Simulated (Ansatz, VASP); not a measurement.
## Al: VASP beside Ansatz

INCAR

```
SYSTEM = Al
PREC = Accurate ; ENCUT = 520
EDIFF = 1E-7 ; ISMEAR = 0
SIGMA = 0.15 ; LREAL = .False.
LASPH = .True. ; NELM = 100
ALGO = Fast ; ISIF = 2
LWAVE = .False. ; LCHARG = .True.
GGA = PE ; IVDW = 12
LELF = .True. ; LVHAR = .True.
NBANDS = 22
```

Contents of KPOINTS:

```
Automatic mesh
0
Gamma
  16 16 2
  0 0 0
```

The input POSCAR:

```
Al
1.0
   -2.8144222649      0.0000000000      0.0000000000
   -1.4072111325     -2.4373611784      0.0000000000
   -1.9935491043     -1.8280208838     18.4820941423
Al
8
Direct
    0.9791666667      0.9531250000      0.0625000000
    0.8125000000      0.5781250000      0.5625000000
    0.1041666667     -0.1822916667      0.6875000000
    0.2708333333      0.1927083333      0.1875000000
   -0.2708333333     -0.6093750000      0.8125000000
   -0.1041666667     -0.2343750000      0.3125000000
    0.3541666667     -0.0364583333      0.9375000000
    0.5208333333      0.3385416667      0.4375000000
```

Input for Ansatz:

```yaml
crystal:
  lattice:
    - [-2.8144222649, 0.0, 0.0]
    - [-1.4072111325, -2.4373611784, 0.0]
    - [-1.9935491043, -1.8280208838, 18.4820941423]
  atoms:
    - { symbol: Al, position: [0.9791666667, 0.953125, 0.0625] }
    - { symbol: Al, position: [0.8125, 0.578125, 0.5625] }
    - { symbol: Al, position: [0.1041666667, -0.1822916667, 0.6875] }
    - { symbol: Al, position: [0.2708333333, 0.1927083333, 0.1875] }
    - { symbol: Al, position: [-0.2708333333, -0.609375, 0.8125] }
    - { symbol: Al, position: [-0.1041666667, -0.234375, 0.3125] }
    - { symbol: Al, position: [0.3541666667, -0.0364583333, 0.9375] }
    - { symbol: Al, position: [0.5208333333, 0.3385416667, 0.4375] }
basis:
  ecutwfc: 420
kpoints:
  mp_grid: { grid: [16, 16, 2] }
hamiltonian:
  xc: pbe
  pseudopotentials: { kind: paw, azcp: { folder: soft_1 } }
  dispersion: d3bj
scf:
  occupations: { method: gaussian, width: 0.15 }
output:
  forces: true
  stress: true
  eigenvalues: true
```

Alike in both runs: task single point; functional PBE; dispersion D3(BJ); k mesh 16 × 16 × 2; occupations gaussian, width 0.15 eV; no spin polarisation.

|  | VASP | Ansatz |
| --- | --- | --- |
| version | VASP 6.6.1 | Ansatz 0.2.0 |
| potentials or method | VASP PAW PBE potentials, release 64 (Al), cutoff 520 eV | scalar-relativistic, plane waves, PAW |
| valence electrons in the cell | 24 | 24 |

VASP gave:

| Item | Value |
| --- | --- |
| gap on the k mesh at the Fermi level (eV) | none |
| pressure (GPa) | 1.0 |
| traceless stress, the component that is largest in VASP (GPa) | 2.31 |
| rms of the force components (eV/Å) | 0.304 |

**Question.** Estimate Ansatz's values.

**Answer.** gap on the k mesh at the Fermi level (eV): none; pressure (GPa): 1.0; traceless stress, the component that is largest in VASP (GPa): 2.30; rms of the force components (eV/Å): 0.304.

Atom by atom the forces differ by 0.000 eV/Å (rms over components). A gap of «none» marks a metal or a gap that the smearing closes.
